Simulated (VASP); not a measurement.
Crystal: MoS2.

```
CELL_PARAMETERS angstrom
1.57171 0.90743 6.22491
-1.57171 0.90743 6.22491
0.00000 -1.81486 6.22491
ATOMIC_POSITIONS crystal
Mo 0.99998 0.99998 0.99998
S 0.41714 0.41714 0.41714
S 0.24954 0.24954 0.24954
```

This cell differs from its parent crystal: epitaxial xy strain -1.0%.

Base run:

```yaml
Program: VASP 6.6.1
Functional: r2SCAN
Potentials_or_basis: VASP PAW PBE potentials, release 64 (Mo_sv, S)
Cutoff: 520 eV
k_mesh: 10 × 10 × 10
Occupations: gaussian, width 0.01 eV
Spin: no spin polarisation
```

Its results: band gap on the k mesh 1.14 eV (least direct gap 2.15 eV); pressure 3.2 GPa; largest force 0.051 eV/Å.

Task: The run is repeated on the same cell with these changes: functional from r2SCAN to PBE; occupations from gaussian, width 0.01 eV to fermi-dirac, width 0.02 eV. What comes out?

Result: Band gap on the k mesh 1.03 eV (least direct gap 2.02 eV); pressure 4.2 GPa; largest force 0.106 eV/Å.

Caveats: the cell stands under pressure; the PAW data sets were made with another functional, which shifts forces and pressure a little (at least some runs).

A k mesh can miss the band edges.
